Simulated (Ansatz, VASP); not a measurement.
**Two plane-wave programs on Al2Cu**

```
Al Cu
1.0
    -2.05146    2.05146    2.92960
     2.05146   -2.05146    2.92960
     2.05146    2.05146   -2.92960
Al Cu
2 1
Direct
  0.75000 0.25000 0.50000
  0.25000 0.75000 0.50000
  0.50000 0.50000 0.00000
```

Alike in both runs: task single point; functional LDA; k mesh 14 × 14 × 14; occupations gaussian, width 0.15 eV; no spin polarisation.

|  | VASP | Ansatz |
| --- | --- | --- |
| version | VASP 6.6.1 | Ansatz 0.2.0 |
| potentials or method | VASP PAW LDA potentials, release 64 (Al, Cu), cutoff 520 eV | scalar-relativistic, plane waves, PAW |
| valence electrons in the cell | 17 | 25 |

VASP gave:

| Property | Result |
| --- | --- |
| gap on the k mesh at the Fermi level (eV) | none |
| pressure (GPa) | -7.0 |
| traceless stress, the component that is largest in VASP (GPa) | -0.52 |

**Question.** What did Ansatz give for the same quantities?

**Answer.** gap on the k mesh at the Fermi level (eV): none; pressure (GPa): -7.3; traceless stress, the component that is largest in VASP (GPa): -0.53.

Ansatz warns that its potentials were made for another functional, while VASP's fit it. LDA's correlation is that of Perdew and Zunger in VASP and of Perdew and Wang (1992) in Ansatz. A gap of «none» marks a metal or a gap that the smearing closes. VASP's potentials hold 17 valence electrons a cell and Ansatz's 25, so a difference there can come from the potentials and not from the codes.
